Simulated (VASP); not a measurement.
Wanted: the native input for a VASP 6.6.1 run.

```
Task                   : single point
Functional             : LDA
Potentials or basis    : VASP PAW LDA potentials, release 64 (Ge_d)
Cutoff                 : 520 eV
k mesh                 : 14 × 14 × 13
Occupations            : fermi-dirac, width 0.05 eV
Spin                   : no spin polarisation
Dipole correction      : no
Further INCAR settings : ALGO = Normal; EDIFF = 1e-06; NBANDS = 13
```

The structure of Ge lies in POSCAR:

```
Ge
1.0
    1.3841464200     -2.5935302550     -0.0060168350
    1.4101515800      2.6075017450      0.0199883250
    0.0134911550      0.0134911550      2.6982310000
Ge
1
Direct
    0.5000000000      0.5000000000      0.0000000000
```

One way to write it, as run:

INCAR

```
SYSTEM = Ge
ALGO     = Normal         ! electronic algorithm
EDIFF    = 1E-6           ! SCF threshold, eV
ENCUT    = 520            ! plane-wave cutoff, eV
ISIF     = 2              ! what is computed and relaxed
ISMEAR   = -1             ! smearing method
LASPH    = .True.         ! aspherical terms in the spheres
LCHARG   = .False.        ! write CHGCAR
LREAL    = .False.        ! projectors in reciprocal space
LWAVE    = .False.        ! write WAVECAR
NBANDS   = 13             ! bands
NELM     = 80             ! most SCF steps
PREC     = Accurate       ! precision mode
SIGMA    = 0.05           ! smearing width, eV
```

KPOINTS

```
k-points
0
Gamma
  14 14 13
  0 0 0
```

Potentials or basis: VASP PAW LDA potentials, release 64 (Ge_d).

The run is started by

```console
$ cat potpaw_LDA.64/Ge_d/POTCAR > POTCAR
$ mpirun -np 1 vasp_std > vasp.out
```

It gave:

```json
{
  "Pressure": "-5.8 GPa",
  "Band gap on the k mesh": "zero (band 7 reaches 12.53 eV, above the bottom of band 8 at 3.31 eV)"
}
```

Wall time 57 s on 1 thread of Intel(R) Xeon(R) 6975P-C (Granite Rapids), on a shared host, peak memory 0.37 GiB.
